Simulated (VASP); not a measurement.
**H6C2O: single point with PBEsol**

System: H6C2O.

```
C O H
1.0
     7.29363    0.00000    0.00000
     0.00000    7.29363    0.00000
     0.00000    0.00000    7.29363
C O H
8 4 24
Cartesian
  4.3675 4.1661 6.0059
  3.5232 5.0255 6.9135
  0.5010 1.8332 5.3308
  0.7753 0.9705 6.5418
  1.3050 5.4071 3.5534
  0.5499 5.2702 2.2501
  4.3106 0.7747 2.4843
  3.4556 2.0069 2.6779
  4.0619 4.9360 8.2381
  2.1616 0.9231 6.8376
  0.3615 3.8720 1.9785
  2.1643 1.7579 2.1074
  3.6015 5.5951 8.7929
  3.5081 6.0810 6.5777
  2.4741 4.6595 6.9070
  4.0376 4.2682 4.9595
  5.4258 4.4775 6.0573
  4.2872 3.1006 6.2828
  2.2537 1.2300 7.7827
  0.2176 1.3596 7.4185
  0.3967 -0.0583 6.3614
  -0.5735 1.8354 5.0815
  0.8132 2.8735 5.5180
  1.0538 1.4674 4.4479
  -0.4102 3.7810 1.3883
  -0.4353 5.7715 2.3119
  1.1085 5.7486 1.4183
  1.5634 6.4619 3.7443
  0.7023 5.0297 4.3955
  2.2416 4.8208 3.5234
  1.6110 2.5811 2.1253
  3.3477 2.2211 3.7614
  3.9206 2.8865 2.1857
  5.3284 0.9468 2.8747
  3.8867 -0.0876 3.0334
  4.3963 0.5139 1.4154
```

```yaml
Program: VASP 6.6.1
Task: single point
Functional: PBEsol
Potentials_or_basis: VASP PAW PBE potentials, release 64 (C_h, O_h, H_h)
Cutoff: 1000 eV
k_mesh: 1 × 1 × 1
Occupations: fermi-dirac, width 0.05 eV
Spin: no spin polarisation
Dipole_correction: no
Further_INCAR_settings: LREAL = Auto; ALGO = Normal; EDIFF = 1e-06; NBANDS = 64
```

* Pressure: -0.5 GPa
* Largest force: 0.172 eV/Å
* Band gap on the k mesh: 4.54 eV

Forces in eV/Å, atoms in the order of the input:
```
C   -0.018  0.015  0.020
C    0.043 -0.004  0.003
C   -0.012 -0.001 -0.001
C    0.004  0.008 -0.021
C   -0.045 -0.017 -0.104
C    0.083  0.044  0.104
C    0.057 -0.027  0.017
C   -0.122  0.001 -0.046
O   -0.054  0.068  0.065
O   -0.003 -0.008  0.063
O   -0.142  0.081 -0.055
O    0.125 -0.024  0.021
H    0.103 -0.060 -0.105
H    0.001 -0.032  0.003
H    0.022  0.017  0.002
H   -0.002 -0.020  0.045
H   -0.010 -0.025 -0.003
H    0.014  0.021  0.004
H    0.003 -0.001 -0.021
H   -0.022 -0.021  0.002
H    0.001 -0.001 -0.016
H   -0.014  0.006  0.002
H    0.004  0.007  0.007
H   -0.005  0.004 -0.004
H    0.108 -0.030  0.056
H    0.042 -0.041  0.016
H   -0.021 -0.044  0.028
H   -0.031 -0.047 -0.020
H    0.036  0.032 -0.027
H   -0.022  0.039 -0.023
H   -0.024  0.020 -0.005
H   -0.009  0.001 -0.023
H   -0.014 -0.035  0.036
H   -0.071 -0.019 -0.020
H   -0.001  0.063 -0.036
H   -0.003  0.030  0.035
```

Stress tensor (GPa, compression positive):
```
-0.66  0.14 -0.07
 0.14 -0.45  0.03
-0.07  0.03 -0.29
```

Levels at points of the mesh, in eV from the valence-band top:
| k point | band 36 | band 37 | band 38 | band 39 | band 40 | band 41 | band 42 | band 43 | band 44 | band 45 |
| --- | --- | --- | --- | --- | --- | --- | --- | --- | --- | --- |
| (0.00, 0.00, 0.00) | -1.52 | -1.06 | -0.62 | -0.45 | 0.00 | 4.54 | 5.89 | 6.12 | 6.45 | 6.55 |

It took 77 s on 1 thread of AMD EPYC 9R45 96-Core Processor (Zen 5), with other jobs on the host, peak memory 0.9 GiB.

Caveat: the k points lie up to 0.86 Å⁻¹ apart, too coarse for converged energies, forces and pressures; the PAW data sets were made with another functional, which shifts forces and pressure a little.
